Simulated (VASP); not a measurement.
Input of a VASP 6.6.1 run:

The input INCAR:

```
PREC     = Accurate       # precision mode
ENCUT    = 520            # plane-wave cutoff, eV
EDIFF    = 1E-6           # SCF threshold, eV
ISMEAR   = 0              # smearing method
SIGMA    = 0.1            # smearing width, eV
LREAL    = F              # projectors in reciprocal space
LASPH    = T              # aspherical terms in the spheres
NELM     = 80             # most SCF steps
ALGO     = Normal         # electronic algorithm
ISIF     = 2              # what is computed and relaxed
LWAVE    = F              # write WAVECAR
LCHARG   = F              # write CHGCAR
GGA      = PS             # functional
NBANDS   = 28             # bands
```

Contents of KPOINTS:

```
regular mesh
0
Gamma
  6 6 6
```

Contents of POSCAR:

```
Hf3N2
1.0
    1.5994260774      0.9234290764      7.7548432223
   -1.5994260774      0.9234290764      7.7548432223
    0.0000000000     -1.8468581527      7.7548432223
Hf N
3 2
Direct
    0.7794186600      0.7794186600      0.7794186600
    0.2205813400      0.2205813400      0.2205813400
    0.0000000000      0.0000000000      0.0000000000
    0.6119155300      0.6119155300      0.6119155300
    0.3880844700      0.3880844700      0.3880844700
```

Potentials or basis: VASP PAW PBE potentials, release 64 (Hf_pv, N).

The run is started by

```bash
$ cat potpaw_PBE.64/Hf_pv/POTCAR potpaw_PBE.64/N/POTCAR > POTCAR
$ mpirun -np 1 vasp_std > vasp.out
```

Problem. Estimate the pressure.

Solution. -3.7 GPa.

Problem. Estimate the largest force.

Solution. 0.342 eV/Å.

Forces in eV/Å, atoms in the order of the input:
```
Hf   0.000  0.000 -0.342
Hf   0.000  0.000  0.342
Hf   0.000  0.000  0.000
N    0.000  0.000 -0.229
N    0.000  0.000  0.229
```

Caveat: the k points lie up to 0.38 Å⁻¹ apart; the PAW data sets were made with another functional, which shifts forces and pressure a little.
